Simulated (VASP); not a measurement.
# MgO (lda) (Fm-3m) in VASP: notebook, part 2 of 2

VASP 6.6.1. Earlier steps stand in the parts before.

### Step 4. Relaxation of cell and atoms, LDA

Contents of INCAR:

```
ALGO = Normal
EDIFF = 1E-7
EDIFFG = -0.002
ENCUT = 600
GGA = CA
IBRION = 2
ISIF = 3
ISMEAR = 0
LASPH = True
LCHARG = False
LREAL = False
LWAVE = False
NELM = 80
NSW = 100
PREC = Accurate
SIGMA = 0.02
```

Contents of KPOINTS:

```
k-points
0
Gamma
  10 10 10
```

Contents of POSCAR:

```
MgO
1.0
    0.0000000000      2.0816499862      2.0816499862
    2.0816499862      0.0000000000      2.0816499862
    2.0816499862      2.0816499862      0.0000000000
Mg O
1 1
Direct
    0.0000000000      0.0000000000      0.0000000000
    0.5000000000      0.5000000000      0.5000000000
```

Potentials or basis: VASP PAW LDA potentials, release 64 (Mg, O).

Launch:

```sh
$ cat potpaw_LDA.64/Mg/POTCAR potpaw_LDA.64/O/POTCAR > POTCAR
$ mpirun -np 1 vasp_std > vasp.out
```

OUTCAR:

```text
EDIFF = 1E-7
   EDIFFG = -0.002
   ENCUT = 600
   GGA = CA
   IBRION = 2
   ISIF = 3
   ISMEAR = 0
   LASPH = True
   LREAL = False
   NELM = 80
   NSW = 100
   PREC = Accurate

 ion  position               nearest neighbor table
   1  0.000  0.000  0.000-   2 2.08   2 2.08   2 2.08   2 2.08   2 2.08   2 2.08
   2  0.500  0.500  0.500-   1 2.08   1 2.08   1 2.08   1 2.08   1 2.08   1 2.08

  LATTYP: Found a face centered cubic cell.
 ALAT       =     4.1632999724

  Lattice vectors:

 A1 = (   0.0000000000,   2.0816499862,   2.0816499862)
 A2 = (   2.0816499862,   0.0000000000,   2.0816499862)
 A3 = (   2.0816499862,   2.0816499862,   0.0000000000)

Analysis of symmetry for initial positions (statically):
=====================================================================
 Subroutine PRICEL returns:
 Original cell was already a primitive cell.

 Routine SETGRP: Setting up the symmetry group for a
 face centered cubic supercell.

 Subroutine GETGRP returns: Found 48 space group operations
 (whereof 48 operations were pure point group operations)
 out of a pool of 48 trial point group operations.

The static configuration has the point symmetry O_h .

Analysis of symmetry for dynamics (positions and initial velocities):
=====================================================================
 Subroutine PRICEL returns:
 Original cell was already a primitive cell.

 Routine SETGRP: Setting up the symmetry group for a
 face centered cubic supercell.

 Subroutine GETGRP returns: Found 48 space group operations
 (whereof 48 operations were pure point group operations)
 out of a pool of 48 trial point group operations.

The dynamic configuration has the point symmetry O_h .

 Subroutine INISYM returns: Found 48 space group operations
 (whereof 48 operations are pure point group operations),
 and found     1 'primitive' translations

----------------------------------------------------------------------------------------

                                     Primitive cell

  volume of cell :      18.0407

  direct lattice vectors                    reciprocal lattice vectors
     0.000000000  2.081649986  2.081649986    -0.240194078  0.240194078  0.240194078
     2.081649986  0.000000000  2.081649986     0.240194078 -0.240194078  0.240194078
     2.081649986  2.081649986  0.000000000     0.240194078  0.240194078 -0.240194078

  length of vectors
     2.943897643  2.943897643  2.943897643     0.416028347  0.416028347  0.416028347

  position of ions in fractional coordinates (direct lattice)
     0.000000000  0.000000000  0.000000000
     0.500000000  0.500000000  0.500000000

  ion indices of the primitive-cell ions
   primitive index   ion index
                 1           1
                 2           2

----------------------------------------------------------------------------------------

 KPOINTS: k-points

Automatic generation of k-mesh.
 Grid dimensions read from file:
 generate k-points for:   10   10   10

 Generating k-lattice:
[... 24 lines left out ...]
  0.500000  0.000000  0.000000      4.000000
[... 16 lines left out ...]
  0.300000  0.300000  0.000000      6.000000
  0.400000  0.300000  0.000000     24.000000
 [... further k-points ...]
   k-points           NKPTS =     47   k-points in BZ     NKDIM =     47   number of bands    NBANDS=      8
   number of dos      NEDOS =    301   number of ions     NIONS =      2
   total plane-waves  NPLWV =  13824
   dimension x,y,z NGX =    24 NGY =   24 NGZ =   24
   dimension x,y,z NGXF=    48 NGYF=   48 NGZF=   48
   ions per type =               1   1
   NGX,Y,Z   is equivalent  to a cutoff of  13.55, 13.55, 13.55 a.u.
   NGXF,Y,Z  is equivalent  to a cutoff of  27.11, 27.11, 27.11 a.u.
 SYSTEM =  unknown system
   PREC   = accura    normal or accurate (medium, high low for compatibility)
   ISTART =      0    job   : 0-new  1-cont  2-samecut
   ICHARG =      2    charge: 1-file 2-atom 10-const
   ISPIN  =      1    spin polarized calculation?
   LNONCOLLINEAR =      F non collinear calculations
   LSORBIT =      F    spin-orbit coupling
   LASPH  =      T    aspherical Exc in radial PAW
   ENCUT  =  600.0 eV  44.10 Ry    6.64 a.u.   5.88  5.88  5.88*2*pi/ulx,y,z
   NELM   =     80;   NELMIN=  2; NELMDL= -5     # of ELM steps
   EDIFF  = 0.1E-06   stopping-criterion for ELM
   LREAL  =      F    real-space projection
   EDIFFG = -.2E-02   stopping-criterion for IOM
   NSW    =    100    number of steps for IOM
   IBRION =      2    ionic relax: 0-MD 1-quasi-New 2-CG
   NFREE  =      1    steps in history (QN), initial steepest desc. (CG)
   ISIF   =      3    stress and relaxation
   ISYM   =      2    0-nonsym 1-usesym 2-fastsym
   POTIM  = 0.5000    time-step for ionic-motion
   TEBEG  =    0.0;   TEEND  =   0.0 temperature during run
   PSTRESS=    0.0 pullay stress
   NELECT =       8.0000    total number of electrons
   NUPDOWN=      -1.0000    fix difference up-down
   EMIN   =  10.00;   EMAX   =-10.00  energy-range for DOS
   EFERMI =   0.00;   METHOD = LEGACY
   ISMEAR =     0;   SIGMA  =   0.02  broadening in eV -4-tet -1-fermi 0-gaus
   EFERMI_NEDOS =   21; number of points for ismear=-14 and -15
   IALGO  =     38    algorithm
   IMIX   =      4    mixing-type and parameters
     AMIX     =   0.40;   BMIX     =  1.00
     AMIX_MAG =   1.60;   BMIX_MAG =  1.00
  volume/ion in A,a.u.               =       9.02        60.87
  Fermi-wavevector in a.u.,A,eV,Ry     =   1.248400  2.359134 21.204717  1.558503
  Thomas-Fermi vector in A             =   2.382488
   LORBIT       =      0    0 simple, 1 ext, 2 COOP (PROOUT), +10 PAW based schemes
   GGA     = CA    functional components
   LHFCALC =     F    Hartree Fock is set to
   AEXX    =    0.0000 exact exchange contribution
   IVDW    =     0    specifies the selected vdW correction
   LEPSILON=     F    determine dielectric tensor
   LRPA    =     F    only Hartree local field effects (RPA)
 conjugate gradient relaxation of ions
 non-spin polarized calculation
 Gauss-broadening in eV      SIGMA  =   0.02
  energy-cutoff  :      600.00
  volume of cell :       18.04
 maximum number of plane-waves:       620
   NGX = 11   NGY = 11   NGZ = 11

--------------------------------------- Ionic step        1  -------------------------------------------

 number of electron       8.0000001 magnetization

 Free energy of the ion-electron system (eV)
  ---------------------------------------------------
  ext. energy  EPLUGINS =         0.00000000
  ---------------------------------------------------
  free energy    TOTEN  =       -13.44756580 eV

  energy without entropy =      -13.44756580  energy(sigma->0) =      -13.44756580

------------------------ aborting loop because EDIFF is reached ----------------------------------------

  FORCE on cell =-STRESS in cart. coord.  units (eV):
  Direction    XX          YY          ZZ          XY          YZ          ZX
  --------------------------------------------------------------------------------------
  -------------------------------------------------------------------------------------
  Total       -0.2767018     -0.2767018     -0.2767018      0.0000000      0.0000000      0.0000000
  in kB      -24.5736332    -24.5736332    -24.5736332      0.0000000      0.0000000      0.0000000
  external PRESSURE =     -24.5736332 kB  Pullay stress =       0.0000000 kB
[... 59 lines left out ...]
--------------------------------------- Ionic step        3  -------------------------------------------

 number of electron       7.9999999 magnetization

 Free energy of the ion-electron system (eV)
  ---------------------------------------------------
  ext. energy  EPLUGINS =         0.00000000
  ---------------------------------------------------
  free energy    TOTEN  =       -13.44953573 eV

  energy without entropy =      -13.44953573  energy(sigma->0) =      -13.44953573

 E-fermi :   3.3962     XC(G=0): -11.8307

 val. band max:        3.2607749727   @ k =   0.0000   0.0000   0.0000
 cond. band min:       8.4127611224   @ k =   0.0000   0.0000   0.0000
 fundamental gap:      5.1519861497
 Fermi energy:         3.3962164047

 k-point     1 :       0.0000    0.0000    0.0000
  band No.  band energies     occupation
      1     -14.0052      2.00000
      2       3.2608      2.00000
      3       3.2608      2.00000
      4       3.2608      2.00000
      5       8.4128      0.00000
      6      19.0550      0.00000
      7      19.0550      0.00000
      8      19.0550      0.00000
[... 243 lines left out ...]
 k-point    24 :       0.4000    0.3000    0.0000
  band No.  band energies     occupation
      1     -12.5870      2.00000
      2      -0.5320      2.00000
      3       1.8578      2.00000
      4       2.0953      2.00000
      5      13.0402      0.00000
      6      13.4717      0.00000
      7      17.1101      0.00000
      8      21.7676      0.00000

 [... further k-points ...]
[... 5 lines left out ...]
  --------------------------------------------------------------------------------------
  -------------------------------------------------------------------------------------
  Total        0.0002911      0.0002911      0.0002911      0.0000000      0.0000000      0.0000000
  in kB        0.0262206      0.0262206      0.0262206      0.0000000      0.0000000      0.0000000
  external PRESSURE =       0.0262206 kB  Pullay stress =       0.0000000 kB
[... 17 lines left out ...]
  FREE ENERGIE OF THE ION-ELECTRON SYSTEM (eV)
  ---------------------------------------------------
  free  energy   TOTEN  =       -13.4495357306 eV

  energy  without entropy=      -13.4495357306  energy(sigma->0) =      -13.44953573

 reached required accuracy - stopping structural energy minimisation
```

OSZICAR:

```text
N       E                     dE             d eps       ncg     rms          rms(c)
DAV:   1     0.134516031446E+02    0.13452E+02   -0.52201E+03   864   0.100E+03
DAV:   2    -0.146306110417E+02   -0.28082E+02   -0.27483E+02   920   0.149E+02
DAV:   3    -0.150270316637E+02   -0.39642E+00   -0.39642E+00   944   0.195E+01
[... 20 lines left out ...]
DAV:   2    -0.134495689243E+02    0.18575E-02   -0.13510E-02   752   0.870E-01    0.318E-02
DAV:   3    -0.134495464828E+02    0.22441E-04   -0.12019E-04   848   0.132E-01    0.198E-02
DAV:   4    -0.134495359047E+02    0.10578E-04   -0.97007E-06   776   0.321E-02    0.449E-03
DAV:   5    -0.134495357190E+02    0.18566E-06   -0.12858E-06   824   0.899E-03    0.107E-03
DAV:   6    -0.134495357306E+02   -0.11535E-07   -0.20179E-08   400   0.126E-03
   3 F= -.13449536E+02 E0= -.13449536E+02  d E =-.196993E-02
```

CONTCAR:

```text
MgO
   1.00000000000000
     0.0000000000000000    2.0718434197262194    2.0718434197262194
     2.0718434197262194    0.0000000000000000    2.0718434197262194
     2.0718434197262194    2.0718434197262194    0.0000000000000000
  Mg              O
     1     1
Direct
     0.0000000000000000    0.0000000000000000    0.0000000000000000
     0.5000000000000000    0.5000000000000000    0.5000000000000000

  0.00000000E+00  0.00000000E+00  0.00000000E+00
  0.00000000E+00  0.00000000E+00  0.00000000E+00
```

It took 21 s on 1 thread of Intel Xeon 8259CL, shared host; peak memory 0.14 GiB.

What came out:

```
Free energy                            : -13.4495 eV
Relaxed volume                         : 8.89 Å³/atom
Relaxed cell                           : a = 2.930 Å, b = 2.930 Å, c = 2.930 Å, α = 60.00°, β = 60.00°, γ = 60.00°
Space group after relaxing (to 0.05 Å) : Fm-3m (No. 225)
Energy gained by relaxing              : 1.0 meV/atom
Ionic steps                            : 3
Pressure after relaxing                : 0.0 GPa
Band gap on the k mesh                 : 5.15 eV, direct
```

The path:
| step | energy change (eV) | largest force (eV/Å) | pressure (GPa) | volume (Å³) |
| --- | --- | --- | --- | --- |
| 1 | 0.0000 | 0.0000 | -2.46 | 18.04 |
| 2 | -0.0016 | 0.0000 | 1.07 | 17.68 |
| 3 | -0.0020 | 0.0000 | 0.00 | 17.79 |

Final structure:
```xyz
2
Lattice="0.0000 2.0718 2.0718 2.0718 0.0000 2.0718 2.0718 2.0718 0.0000" Properties=species:S:1:pos:R:3 pbc="T T T"
Mg    0.0000    0.0000    0.0000
O     2.0718    2.0718    2.0718
```

A hybrid or GW would open this gap; LDA tends to underestimate it. LDA usually gives volumes a few per cent too small.

### Step 5. Overview

| task | cell | k mesh | cutoff (eV) | smearing | gap on the mesh (eV) | pressure (GPa) |
| --- | --- | --- | --- | --- | --- | --- |
| single point | a = 2.944 Å, angles 60.0°, 2 atoms | 8 × 8 × 8 | 520 | gaussian 0.1 eV | 5.00 | -2.2 |
| single point | a = 2.942 Å, angles 60.0°, 2 atoms | 10 × 10 × 10 | 520 | gaussian 0.02 eV | 5.02 | -1.9 |
| relaxation of cell and atoms | relaxed from a = 2.944 Å, angles 60.0°, 2 atoms | 10 × 10 × 10 | 600 | gaussian 0.02 eV | 5.15 | 0.0 |

Alike in all rows: level LDA; potentials or basis VASP PAW LDA potentials, release 64 (Mg, O); no spin polarisation.

Total energies depend on the potentials used, so only differences within one code and one set of settings carry meaning.

### Step 6. Against experiment

Step 2. Measured gap of MgO: 7.83 eV (quoted in “Electronic structure of alkaline earth and post-transition metal oxides”, 2009, arxiv:0908.1581). This calculation gives 5.00 eV (-2.83 eV). The value is that of LDA, without temperature or zero-point motion. Semilocal functionals fall short of measured gaps as a rule.

Step 3. A measured gap of MgO is 7.83 eV (quoted in “Electronic structure of alkaline earth and post-transition metal oxides”, 2009, arxiv:0908.1581); the calculated 5.02 eV misses it by -2.81 eV. The value is that of LDA, without temperature or zero-point motion. Semilocal functionals fall short of measured gaps as a rule.
